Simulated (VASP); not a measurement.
A run of VASP 6.6.1:

Contents of INCAR:

```
  PREC = Accurate
  ENCUT = 520
  EDIFF = 1E-6
  ISMEAR = -1
  SIGMA = 0.05
  LREAL = False
  LASPH = True
  NELM = 80
  ALGO = Normal
  ISIF = 2
  LWAVE = False
  LCHARG = False
  GGA = RP
  NBANDS = 10
```

KPOINTS

```
regular mesh
0
Gamma
  9 9 9
```

Contents of POSCAR:

```
MgB
1.0
    2.8951500000      0.0000000000      0.0000000000
    0.0000000000      2.8951500000      0.0000000000
    0.0000000000      0.0000000000      2.8951500000
Mg B
1 1
Direct
    0.0000000000      0.0000000000      0.0000000000
    0.5000000000      0.5000000000      0.5000000000
```

Potentials or basis: VASP PAW PBE potentials, release 64 (Mg, B).

Launch:

```console
$ cat potpaw_PBE.64/Mg/POTCAR potpaw_PBE.64/B/POTCAR > POTCAR
$ mpirun -np 1 vasp_std > vasp.out
```

Hardware: 1 thread of Intel Xeon 6975P-C (shared host).

**Question.** How long does it take, and how much memory?

**Answer.** Run time: 4.8 s on 1 thread of Intel Xeon 6975P-C, with other jobs on the host, peak memory 0.14 GiB. Counts: scf iterations 11, k points 35.
